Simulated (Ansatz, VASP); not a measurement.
**One calculation of InSe, two programs**

INCAR

```
PREC = Accurate
ENCUT = 520
EDIFF = 1E-6
ISMEAR = -1
SIGMA = 0.01
LREAL = False
LASPH = True
NELM = 80
ALGO = Normal
ISIF = 2
LWAVE = False
LCHARG = False
GGA = PS
NBANDS = 27
```

Contents of KPOINTS:

```
regular mesh
0
Gamma
  7 7 7
```

POSCAR

```
InSe
1.0
    2.0263184533      1.1698955045      8.4261124190
   -2.0263184533      1.1698955045      8.4261124190
    0.0000000000     -2.3397910090      8.4261124190
In Se
2 2
Direct
    0.0000000000      0.0000000000      0.0000000000
    0.1122000000      0.1122000000      0.1122000000
    0.6155000000      0.6155000000      0.6155000000
    0.8300000000      0.8300000000      0.8300000000
```

Input for Ansatz:

```yaml
crystal:
  lattice:
    - [2.0263184533, 1.1698955045, 8.426112419]
    - [-2.0263184533, 1.1698955045, 8.426112419]
    - [0.0, -2.339791009, 8.426112419]
  atoms:
    - { symbol: In, position: [0.0, 0.0, 0.0] }
    - { symbol: In, position: [0.1122, 0.1122, 0.1122] }
    - { symbol: Se, position: [0.6155, 0.6155, 0.6155] }
    - { symbol: Se, position: [0.83, 0.83, 0.83] }
kpoints:
  mp_grid: { grid: [7, 7, 7] }
  band_path:
    path:
      - [0.0, 0.0, 0.0]
      - [-0.5, -0.5, -0.5]
      - [-0.5, -0.1795180059, -0.8204819941]
      - [-0.1795180059, 0.1795180059, -0.5]
      - [0.0, 0.0, -0.5]
      - [0.0, 0.0, 0.0]
      - [0.0, 0.3397590029, -0.3397590029]
      - [-0.3397590029, 0.0, -0.6602409971]
      - [-0.5, 0.0, -0.5]
    npoints: 5
scf:
  occupations: { method: fermi_dirac, width: 0.01 }
hamiltonian:
  xc: pbesol
  pseudopotentials: { kind: all_electron, lapw: { basis_error: 0.001 } }
output:
  forces: true
  stress: true
  eigenvalues: true
```

Change from the starting cell: volume scaled by 1.04.

Alike in both runs: task single point; functional PBEsol; k mesh 7 × 7 × 7; occupations fermi-dirac, width 0.01 eV; no spin polarisation.

```csv
,VASP,Ansatz
version,VASP 6.6.1,Ansatz 0.2.0
potentials or method,"VASP PAW PBE potentials, release 64 (In_d, Se), cutoff 520 eV","all-electron LAPW, scalar-relativistic"
```

```csv
,VASP,Ansatz,Ansatz less VASP
gap on the k mesh at the Fermi level (eV),0.58,0.59,+0.010
pressure (GPa),-1.6,-1.6,-0.03
"traceless stress, the component that is largest in VASP (GPa)",-0.30,-0.29,+0.009
rms of the force components (eV/Å),0.102,0.108,+0.0064
```

VASP's potentials were made for PBE, not for PBEsol. Atom by atom the forces differ by 0.010 eV/Å (rms over components). Ansatz ran all-electron here, and VASP with PAW potentials.
